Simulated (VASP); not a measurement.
Set up this calculation in VASP 6.6.1, as the native input.

```
Task                   : single point
Functional             : PBEsol
Potentials or basis    : VASP PAW PBE potentials, release 64 (Hg_sv_GW, F)
Cutoff                 : 700 eV
k mesh                 : 7 × 7 × 7
Occupations            : fermi-dirac, width 0.05 eV
Spin                   : no spin polarisation
Dipole correction      : no
Further INCAR settings : ALGO = Normal; EDIFF = 1e-06; NBANDS = 28
```

The structure of HgF3 lies in POSCAR:

```
HgF3
1.0
    3.5705043667      0.0000000000      0.0000000000
    0.0000000000      3.5705043667      0.0000000000
    0.0000000000      0.0000000000      3.5705043667
Hg F
1 3
Direct
    0.0000000000      0.0000000000      0.0000000000
    0.0000000000      0.5000000000      0.5000000000
    0.5000000000      0.0000000000      0.5000000000
    0.5000000000      0.5000000000      0.0000000000
```

One way to write it, as run:

INCAR

```
ALGO     = Normal         # electronic algorithm
EDIFF    = 1E-6           # SCF threshold, eV
ENCUT    = 700            # plane-wave cutoff, eV
GGA      = PS             # functional
GGA_COMPAT= False        
ISIF     = 2              # what is computed and relaxed
ISMEAR   = -1             # smearing method
LASPH    = True           # aspherical terms in the spheres
LCHARG   = True           # write CHGCAR
LELF     = True           # ELF
LREAL    = False          # projectors in reciprocal space
LVHAR    = True         
LWAVE    = False          # write WAVECAR
NBANDS   = 28             # bands
NELM     = 120            # most SCF steps
PREC     = Accurate       # precision mode
SIGMA    = 0.05           # smearing width, eV
```

KPOINTS

```
k-points
0
Gamma
  7 7 7
```

Potentials or basis: VASP PAW PBE potentials, release 64 (Hg_sv_GW, F).

The run is started by

```bash
$ cat potpaw_PBE.64/Hg_sv_GW/POTCAR potpaw_PBE.64/F/POTCAR > POTCAR
$ mpirun -np 1 vasp_std > vasp.out
```

It gave:

- Pressure: -0.7 GPa
- Band gap on the k mesh: zero (an odd number of electrons rules out a gap without spin polarisation)

Caveat: the PAW data sets were made with another functional, which shifts forces and pressure a little; spin-orbit coupling is left out, which moves the levels of the heavy elements; an odd number of electrons without spin polarisation forces a metal; a magnetic or distorted state may lie lower.

Wall time 28 s on 1 thread of Intel(R) Xeon(R) 6975P-C (Granite Rapids) (shared host), peak memory 0.2 GiB.
